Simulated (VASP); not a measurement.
Set up this calculation in VASP 6.6.1, as the native input.

```yaml
Task: single point
Functional: LDA
Potentials_or_basis: VASP PAW LDA potentials, release 64 (Mo_sv, Rh_pv)
Cutoff: 500 eV
k_mesh: 12 × 12 × 7
Occupations: methfessel-paxton, width 0.1 eV
Spin: no spin polarisation
Dipole_correction: no
Further_INCAR_settings: ALGO = Normal; EDIFF = 1e-06; NBANDS = 22
```

The structure of MoRh lies in POSCAR:

```
MoRh
1.0
    2.7954300000      0.0000000000      0.0000000000
   -1.3977150000      2.4209133945      0.0000000000
    0.0000000000      0.0000000000      4.4373700000
Mo Rh
1 1
Direct
    0.0000000000      0.0000000000      0.5000000000
    0.3333333333      0.6666666667      0.0000000000
```

These files were run (other wordings do the same):

INCAR

```
PREC     = Accurate       # precision mode
ENCUT    = 500            # plane-wave cutoff, eV
EDIFF    = 1E-6           # SCF threshold, eV
ISMEAR   = 1              # smearing method
SIGMA    = 0.1            # smearing width, eV
LREAL    = F              # projectors in reciprocal space
LASPH    = T              # aspherical terms in the spheres
NELM     = 120            # most SCF steps
ALGO     = Normal         # electronic algorithm
ISIF     = 2              # what is computed and relaxed
LWAVE    = F              # write WAVECAR
LCHARG   = F              # write CHGCAR
GGA      = CA             # functional
NBANDS   = 22             # bands
GGA_COMPAT= F
```

KPOINTS

```
Automatic mesh
0
Gamma
  12 12 7
```

Potentials or basis: VASP PAW LDA potentials, release 64 (Mo_sv, Rh_pv).

The run is started by

```bash
$ cat potpaw_LDA.64/Mo_sv/POTCAR potpaw_LDA.64/Rh_pv/POTCAR > POTCAR
$ mpirun -np 1 vasp_std > vasp.out
```

It gave:

```yaml
Pressure: -17.0 GPa
Band_gap_on_the_k_mesh: zero (an odd number of electrons rules out a gap without spin polarisation)
```

Caveat: the cell stands under tension.

Wall time 46 s on 1 thread of AMD EPYC 7R43 64-Core Processor (Zen 3) (shared host), peak memory 0.12 GiB.
